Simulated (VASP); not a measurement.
# H2CO in VASP: further runs

Runs on H2CO. Level: r2SCAN+D3(BJ). Tasks: single point.

Everything below comes from runs of VASP 6.6.1. Logs are shortened: lines on timing, memory, paths and dates and some standing lists are left out, and cuts for length are marked.

### Step 1. The cell of the first run

The cell holds a disordered packing, 16 atoms: a = 7.706 Å, b = 7.706 Å, c = 7.706 Å, α = 90.00°, β = 90.00°, γ = 90.00°.

### Step 2. Single point, r2SCAN+D3(BJ)

The input, POSCAR:

```
H2CO
1.0
    7.7059940000      0.0000000000      0.0000000000
    0.0000000000      7.7059940000      0.0000000000
    0.0000000000      0.0000000000      7.7059940000
O C H
4 4 8
Direct
    0.5047700047      0.7118372873      0.3992978223
    0.3143324143      0.4105414544      0.8921190542
    0.2612930987     -0.0035757136      0.7167978131
    0.0559346451      0.6623211182      0.1643761609
    0.5995156726      0.6371657846      0.3169010822
    0.3686475494      0.4998513993      0.7895457646
    0.3625627956      0.0454608693      0.6233034738
    0.1660209874      0.7471897670      0.1186790248
    0.7819490266      0.3855887661      0.9714015497
    0.7302137597      0.3539371464      0.8964238272
    0.7257819977      0.8313684506      0.8852180718
    0.7015353014      0.7418919258      0.9113683237
    0.0166017264      0.1451473646      0.1200705794
    0.0938333336      0.1434165597      0.0623656544
    0.8867974096      0.0019574037      0.4954739886
    0.9088415773      0.0067265164      0.4019656092
```

The input, INCAR.step1:

```
SYSTEM = H2CO
PREC = Accurate ; ENCUT = 1100
ISMEAR = -1 ; SIGMA = 0.05
LREAL = Auto ; LASPH = .True.
NELM = 120 ; NBANDS = 38
GGA = PE ; ALGO = Normal
EDIFF = 1E-5 ; LWAVE = .True.
LCHARG = .False. ; GGA_COMPAT = .False.
```

The input, INCAR.step2:

```
SYSTEM = H2CO
PREC = Accurate ; ENCUT = 1100
EDIFF = 1E-6 ; ISMEAR = -1
SIGMA = 0.05 ; LREAL = Auto
LASPH = .True. ; NELM = 120
ALGO = Normal ; ISIF = 2
LWAVE = .False. ; LCHARG = .False.
METAGGA = R2SCAN ; LMIXTAU = .True.
IVDW = 12 ; VDW_S6 = 1.0
VDW_S8 = 0.78981345 ; VDW_A1 = 0.49484001
VDW_A2 = 5.73083694 ; NBANDS = 38
ISTART = 1 ; GGA_COMPAT = .False.
```

The input, KPOINTS:

```
Automatic mesh
0
Gamma
  1 1 1
  0 0 0
```

Potentials or basis: VASP PAW PBE potentials, release 64 (O_h, C_h, H_h).

On the command line:

```console
$ cat potpaw_PBE.64/O_h/POTCAR potpaw_PBE.64/C_h/POTCAR potpaw_PBE.64/H_h/POTCAR > POTCAR
$ cp INCAR.step1 INCAR
$ mpirun -np 1 vasp_gam > vasp.out
$ cp INCAR.step2 INCAR
$ mpirun -np 1 vasp_gam > vasp.out
```

OUTCAR:

```text
SYSTEM = H2CO
   PREC = Accurate
   ENCUT = 1100
   EDIFF = 1E-6
   ISMEAR = -1
   LREAL = Auto
   LASPH = .True.
   NELM = 120
   ISIF = 2
   METAGGA = R2SCAN
   IVDW = 12
   ISTART = 1
 IVDW          = 12

 ion  position               nearest neighbor table
   1  0.505  0.712  0.399-   5 1.13
   2  0.314  0.411  0.892-   6 1.13
   3  0.261  0.996  0.717-   7 1.13
   4  0.056  0.662  0.164-   8 1.13
   5  0.600  0.637  0.317-   1 1.13
   6  0.369  0.500  0.790-   2 1.13
[... 8 lines left out ...]
  15  0.887  0.002  0.495-  16 0.74
  16  0.909  0.007  0.402-  15 0.74

  LATTYP: Found a simple cubic cell.
 ALAT       =     7.7059940000

  Lattice vectors:

 A1 = (   7.7059940000,   0.0000000000,   0.0000000000)
 A2 = (   0.0000000000,   7.7059940000,   0.0000000000)
 A3 = (   0.0000000000,   0.0000000000,   7.7059940000)

Analysis of symmetry for initial positions (statically):
=====================================================================
 Subroutine PRICEL returns:
 Original cell was already a primitive cell.

 Routine SETGRP: Setting up the symmetry group for a
 simple cubic supercell.

 Subroutine GETGRP returns: Found  1 space group operations
 (whereof  1 operations were pure point group operations)
 out of a pool of 48 trial point group operations.

The static configuration has the point symmetry C_1 .

Analysis of symmetry for dynamics (positions and initial velocities):
=====================================================================
 Subroutine PRICEL returns:
 Original cell was already a primitive cell.

 Routine SETGRP: Setting up the symmetry group for a
 simple cubic supercell.

 Subroutine GETGRP returns: Found  1 space group operations
 (whereof  1 operations were pure point group operations)
 out of a pool of 48 trial point group operations.

The dynamic configuration has the point symmetry C_1 .

 Subroutine INISYM returns: Found  1 space group operations
 (whereof  1 operations are pure point group operations),
 and found     1 'primitive' translations

----------------------------------------------------------------------------------------

                                     Primitive cell

  volume of cell :     457.6000

  direct lattice vectors                    reciprocal lattice vectors
     7.705994000  0.000000000  0.000000000     0.129769112  0.000000000  0.000000000
     0.000000000  7.705994000  0.000000000     0.000000000  0.129769112  0.000000000
     0.000000000  0.000000000  7.705994000     0.000000000  0.000000000  0.129769112

  length of vectors
     7.705994000  7.705994000  7.705994000     0.129769112  0.129769112  0.129769112

  position of ions in fractional coordinates (direct lattice)
     0.504770005  0.711837287  0.399297822
     0.314332414  0.410541454  0.892119054
     0.261293099  0.996424286  0.716797813
     0.055934645  0.662321118  0.164376161
     0.599515673  0.637165785  0.316901082
     0.368647549  0.499851399  0.789545765
[... 8 lines left out ...]
     0.886797410  0.001957404  0.495473989
     0.908841577  0.006726516  0.401965609

  ion indices of the primitive-cell ions
   primitive index   ion index
                 1           1
                 2           2
                 3           3
                 4           4
                 5           5
                 6           6
[... 8 lines left out ...]
                15          15
                16          16

----------------------------------------------------------------------------------------

 KPOINTS: Automatic mesh

Automatic generation of k-mesh.
 Grid dimensions read from file:
 generate k-points for:    1    1    1

 Generating k-lattice:

  Cartesian coordinates                     Fractional coordinates (reciprocal lattice)
     0.129769112  0.000000000  0.000000000     1.000000000  0.000000000  0.000000000
     0.000000000  0.129769112  0.000000000     0.000000000  1.000000000  0.000000000
     0.000000000  0.000000000  0.129769112     0.000000000  0.000000000  1.000000000

  Length of vectors
     0.129769112  0.129769112  0.129769112

  Shift w.r.t. Gamma in fractional coordinates (k-lattice)
     0.000000000  0.000000000  0.000000000

 Subroutine IBZKPT returns following result:
 ===========================================

 Found      1 irreducible k-points:

 Following reciprocal coordinates:
            Coordinates               Weight
  0.000000  0.000000  0.000000      1.000000
   k-points           NKPTS =      1   k-points in BZ     NKDIM =      1   number of bands    NBANDS=     38
   number of dos      NEDOS =    301   number of ions     NIONS =     16
   total plane-waves  NPLWV = 592704
   dimension x,y,z NGX =    84 NGY =   84 NGZ =   84
   dimension x,y,z NGXF=   168 NGYF=  168 NGZF=  168
   ions per type =               4   4   8
   NGX,Y,Z   is equivalent  to a cutoff of  18.12, 18.12, 18.12 a.u.
   NGXF,Y,Z  is equivalent  to a cutoff of  36.24, 36.24, 36.24 a.u.
 SYSTEM =  H2CO
   PREC   = accura    normal or accurate (medium, high low for compatibility)
   ISTART =      1    job   : 0-new  1-cont  2-samecut
   ICHARG =      0    charge: 1-file 2-atom 10-const
   ISPIN  =      1    spin polarized calculation?
   LNONCOLLINEAR =      F non collinear calculations
   LSORBIT =      F    spin-orbit coupling
   LASPH  =      T    aspherical Exc in radial PAW
   ENCUT  = 1100.0 eV  80.85 Ry    8.99 a.u.  20.84 20.84 20.84*2*pi/ulx,y,z
   NELM   =    120;   NELMIN=  2; NELMDL=  0     # of ELM steps
   EDIFF  = 0.1E-05   stopping-criterion for ELM
   LREAL  =      T    real-space projection
   EDIFFG = 0.1E-04   stopping-criterion for IOM
   NSW    =      0    number of steps for IOM
   IBRION =     -1    ionic relax: 0-MD 1-quasi-New 2-CG
   NFREE  =      0    steps in history (QN), initial steepest desc. (CG)
   ISIF   =      2    stress and relaxation
   ISYM   =      2    0-nonsym 1-usesym 2-fastsym
   POTIM  = 0.5000    time-step for ionic-motion
   TEBEG  =    0.0;   TEEND  =   0.0 temperature during run
   PSTRESS=    0.0 pullay stress
   NELECT =      48.0000    total number of electrons
   NUPDOWN=      -1.0000    fix difference up-down
   EMIN   =  10.00;   EMAX   =-10.00  energy-range for DOS
   EFERMI =   0.00;   METHOD = LEGACY
   ISMEAR =    -1;   SIGMA  =   0.05  broadening in eV -4-tet -1-fermi 0-gaus
   EFERMI_NEDOS =   21; number of points for ismear=-14 and -15
   IALGO  =     38    algorithm
   IMIX   =      4    mixing-type and parameters
     AMIX     =   0.40;   BMIX     =  1.00
     AMIX_MAG =   1.60;   BMIX_MAG =  1.00
  volume/ion in A,a.u.               =      28.60       193.00
  Fermi-wavevector in a.u.,A,eV,Ry     =   0.772076  1.459012  8.110446  0.596101
  Thomas-Fermi vector in A             =   1.873630
   LORBIT       =      0    0 simple, 1 ext, 2 COOP (PROOUT), +10 PAW based schemes
   METAGGA = R2SCAN    functional components
   LHFCALC =     F    Hartree Fock is set to
   AEXX    =    0.0000 exact exchange contribution
   IVDW    =    12    specifies the selected vdW correction
   LEPSILON=     F    determine dielectric tensor
   LRPA    =     F    only Hartree local field effects (RPA)
 non-spin polarized calculation
  energy-cutoff  :     1100.00
  volume of cell :      457.60
 maximum number of plane-waves:     18997
 NGX is ok and might be reduce to    84
   NGX = 41   NGY = 41   NGZ = 41

 number of electron      48.0000000 magnetization

 Free energy of the ion-electron system (eV)
  ---------------------------------------------------
  ext. energy  EPLUGINS =         0.00000000
  ---------------------------------------------------
  free energy    TOTEN  =       -94.34279563 eV

  energy without entropy =      -94.34279563  energy(sigma->0) =      -94.34279563

 E-fermi :  -6.2663     XC(G=0):  -4.1316

 val. band max:       -7.5189895628   @ k =   0.0000   0.0000   0.0000
 cond. band min:      -0.2802573230   @ k =   0.0000   0.0000   0.0000
 fundamental gap:      7.2387322398
 Fermi energy:        -6.2662972411

 k-point     1 :       0.0000    0.0000    0.0000
  band No.  band energies     occupation
      1     -29.1510      2.00000
      2     -29.0086      2.00000
      3     -29.0033      2.00000
      4     -28.9919      2.00000
      5     -13.1694      2.00000
      6     -13.0372      2.00000
[... 28 lines left out ...]
     35       2.6827      0.00000
     36       3.1853      0.00000
 [bands above 36 left out]

------------------------ aborting loop because EDIFF is reached ----------------------------------------

 Edisp (eV)   -0.18805

 E8    (eV) :    -0.0324

  FORCE on cell =-STRESS in cart. coord.  units (eV):
  Direction    XX          YY          ZZ          XY          YZ          ZX
  --------------------------------------------------------------------------------------
  -------------------------------------------------------------------------------------
  Total      -0.44416    -0.27863    -0.41591    -0.31283     0.17117     0.16610
  in kB      -1.55513    -0.97555    -1.45619    -1.09531     0.59931     0.58155
  external pressure =       -1.33 kB  Pullay stress =        0.00 kB

 VOLUME and BASIS-vectors are now :
 -----------------------------------------------------------------------------
  energy-cutoff  :     1100.00
  volume of cell :      457.60
      direct lattice vectors                 reciprocal lattice vectors
     7.705994000  0.000000000  0.000000000     0.129769112  0.000000000  0.000000000
     0.000000000  7.705994000  0.000000000     0.000000000  0.129769112  0.000000000
     0.000000000  0.000000000  7.705994000     0.000000000  0.000000000  0.129769112

 POSITION                                       TOTAL-FORCE (eV/Angst)
 -----------------------------------------------------------------------------------
      3.88975      5.48541      3.07699         0.010029     -0.005800     -0.008630
      2.42224      3.16363      6.87466         0.110226      0.168707     -0.192464
      2.01352      7.67844      5.52364         0.106262      0.025499     -0.119724
      0.43103      5.10384      1.26668         0.131958      0.117889     -0.048279
      4.61986      4.91000      2.44204        -0.002391     -0.015452     -0.001849
      2.84080      3.85185      6.08423        -0.110583     -0.165784      0.185627
[... 8 lines left out ...]
      6.83366      0.01508      3.81812        -0.006483     -0.005098      0.012838
      7.00353      0.05183      3.09754        -0.000457     -0.006469     -0.002709
 -----------------------------------------------------------------------------------
    total drift:                               -0.002872     -0.009486      0.002555

  FREE ENERGIE OF THE ION-ELECTRON SYSTEM (eV)
  ---------------------------------------------------
  free  energy   TOTEN  =       -94.5308465947 eV

  energy  without entropy=      -94.5308465947  energy(sigma->0) =      -94.53084659
```

Wall time 4 min (1 thread of AMD EPYC 9R45 (Zen 5), shared host); peak memory 1.2 GiB.

What came out:

| Quantity | Value |
| --- | --- |
| Free energy | -94.5308 eV |
| Pressure | -0.1 GPa |
| Largest force | 0.279 eV/Å |
| Dispersion energy per atom | -0.012 eV |

Forces in eV/Å, atoms in the order of the input:
```
O    0.010 -0.006 -0.009
O    0.110  0.169 -0.192
O    0.106  0.025 -0.120
O    0.132  0.118 -0.048
C   -0.002 -0.015 -0.002
C   -0.111 -0.166  0.186
C   -0.109 -0.026  0.129
C   -0.138 -0.127  0.059
H   -0.037 -0.010 -0.037
H    0.042  0.013  0.029
H   -0.006 -0.007  0.002
H    0.010  0.029 -0.007
H    0.040  0.020 -0.039
H   -0.040 -0.005  0.041
H   -0.006 -0.005  0.013
H    0.000 -0.006 -0.003
```

Stress tensor (GPa, compression positive):
```
-0.16 -0.11  0.06
-0.11 -0.10  0.06
 0.06  0.06 -0.15
```

Caveat: the k points lie up to 0.82 Å⁻¹ apart, too coarse for converged energies, forces and pressures; the PAW data sets were made with another functional, which shifts forces and pressure a little.

### Step 3. Single point, r2SCAN+D3(BJ)

The input, POSCAR:

```
H2CO
1.0
    7.7059940000      0.0000000000      0.0000000000
    0.0000000000      7.7059940000      0.0000000000
    0.0000000000      0.0000000000      7.7059940000
O C H
4 4 8
Direct
    0.5126918085      0.7158453536      0.3953026696
    0.3109787005      0.4070078435      0.8894504719
    0.2701014301     -0.0028549205      0.7184018051
    0.0522580215      0.6572545995      0.1644304421
    0.6085392748      0.6360503265      0.3221777749
    0.3644046440      0.4981187372      0.7918121919
    0.3643657132      0.0515313145      0.6205818484
    0.1623281825      0.7436418975      0.1196990291
    0.7667667533      0.4001300806      0.9733851337
    0.7357259816      0.3489102120      0.8990274324
    0.7458349955      0.8315734479      0.8986381251
    0.7366992500      0.7297046948      0.9105768834
    0.0328186085      0.1399559875      0.1041786433
    0.1192448372      0.1650403569      0.0681158070
    0.8805353339      0.0017259292      0.5166367895
    0.8692713750      0.0294186577      0.4203481082
```

The input, INCAR.step1:

```
PREC = Accurate ; ENCUT = 1100
ISMEAR = -1 ; SIGMA = 0.05
LREAL = Auto ; LASPH = T
NELM = 120 ; NBANDS = 38
GGA = PE ; ALGO = Normal
EDIFF = 1E-5 ; LWAVE = T
LCHARG = F ; GGA_COMPAT = F
```

The input, INCAR.step2:

```
PREC = Accurate ; ENCUT = 1100
EDIFF = 1E-6 ; ISMEAR = -1
SIGMA = 0.05 ; LREAL = Auto
LASPH = T ; NELM = 120
ALGO = Normal ; ISIF = 2
LWAVE = F ; LCHARG = T
METAGGA = R2SCAN ; LMIXTAU = T
IVDW = 12 ; VDW_S6 = 1.0
VDW_S8 = 0.78981345 ; VDW_A1 = 0.49484001
VDW_A2 = 5.73083694 ; LELF = T
LVHAR = T ; NBANDS = 38
ISTART = 1 ; GGA_COMPAT = F
```

The input, KPOINTS:

```
Automatic mesh
0
Gamma
  1 1 1
```

Potentials or basis: VASP PAW PBE potentials, release 64 (O_h, C_h, H_h).

On the command line:

```console
$ cat potpaw_PBE.64/O_h/POTCAR potpaw_PBE.64/C_h/POTCAR potpaw_PBE.64/H_h/POTCAR > POTCAR
$ cp INCAR.step1 INCAR
$ mpirun -np 1 vasp_gam > vasp.out
$ cp INCAR.step2 INCAR
$ mpirun -np 1 vasp_gam > vasp.out
```

It took 4.6 min on 1 thread of Intel Xeon 6975P-C (Granite Rapids), shared host; peak memory 1.2 GiB.

It converged, with:

| Item | Value |
| --- | --- |
| Free energy | -94.4311 eV |
| Pressure | 0.1 GPa |
| Largest force | 2.327 eV/Å |
| Dispersion energy per atom | -0.012 eV |

Forces in eV/Å, atoms in the order of the input:
```
O   -0.974  0.815  0.743
O   -0.837 -1.444  1.562
O    0.120  0.041 -0.154
O    0.533  0.427 -0.201
C    0.965 -0.831 -0.751
C    0.855  1.473 -1.585
C   -0.126 -0.054  0.154
C   -0.518 -0.436  0.222
H    0.069  0.107  0.188
H   -0.060 -0.119 -0.184
H   -0.143 -1.547  0.175
H    0.135  1.575 -0.189
H    0.174  0.067 -0.071
H   -0.194 -0.065  0.089
H   -0.122  0.302 -1.085
H    0.124 -0.310  1.087
```

Stress tensor (GPa, compression positive):
```
 0.10 -0.20 -0.34
-0.20 -0.01 -0.01
-0.34 -0.01  0.18
```

Levels at points of the mesh, in eV from the Fermi level:
```
           k point  band 21  band 22  band 23  band 24  band 25  band 26  band 27  band 28
(0.00, 0.00, 0.00)    -1.67    -1.42    -1.38    -1.29     6.04     6.15     6.22     6.25
```

Caveat: the k points lie up to 0.82 Å⁻¹ apart, too coarse for converged energies, forces and pressures; the PAW data sets were made with another functional, which shifts forces and pressure a little.

(Continued in part 2 of 3.)
